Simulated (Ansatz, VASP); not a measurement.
Two plane-wave programs on BaSi3

```
CELL_PARAMETERS angstrom
4.41430 0.00000 0.00000
0.00000 4.41430 0.00000
0.00000 0.00000 4.41430
ATOMIC_POSITIONS crystal
Ba 0.00000 0.00000 0.00000
Si 0.00000 0.50000 0.50000
Si 0.50000 0.50000 0.00000
Si 0.50000 0.00000 0.50000
```

Alike in both runs: task single point; functional PBEsol; k mesh 10 × 10 × 10; occupations gaussian, width 0.05 eV; no spin polarisation.

```csv
,VASP,Ansatz
version,VASP 6.6.1,Ansatz 0.2.0
potentials or method,"VASP PAW PBE potentials, release 64 (Ba_sv, Si), cutoff 520 eV","scalar-relativistic, plane waves, PAW"
valence electrons in the cell,22,22
```

Ansatz gave:

| Item | Value |
| --- | --- |
| pressure (GPa) | -0.3 |

Question: Which values does VASP return?

Answer: Pressure (GPa): 0.7.

VASP's potentials were made for PBE, not for PBEsol.

Spin-orbit coupling is off throughout.
